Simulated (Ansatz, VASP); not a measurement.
## CdF2: VASP beside Ansatz

```xyz
3
Lattice="0.0000 2.6942 2.6942 2.7737 0.0000 2.6942 2.7737 2.6942 0.0000" Properties=species:S:1:pos:R:3 pbc="T T T"
Cd    0.0000    0.0000    0.0000
F     1.3868    1.3471    1.3471
F     4.1605    4.0413    4.0413
```

Change from the starting cell: uniaxial_x strain +3.0%.

Alike in both runs: task single point; functional PBE; k mesh 8 × 8 × 8; occupations fermi-dirac, width 0.02 eV; no spin polarisation.

```csv
,VASP,Ansatz
version,VASP 6.6.1,Ansatz 0.2.0
potentials or method,"VASP PAW PBE potentials, release 64 (Cd_sv_GW, F)","plane waves, PAW"
plane-wave cutoff (eV),600,420
valence electrons in the cell,34,34
```

Ansatz gave:

| Property | Result |
| --- | --- |
| gap on the k mesh at the Fermi level (eV) | 2.96 |
| pressure (GPa) | 2.2 |
| traceless stress, the component that is largest in VASP (GPa) | -2.07 |

Q: Estimate VASP's values.

A: gap on the k mesh at the Fermi level (eV): 2.94; pressure (GPa): 1.4; traceless stress, the component that is largest in VASP (GPa): -2.07.
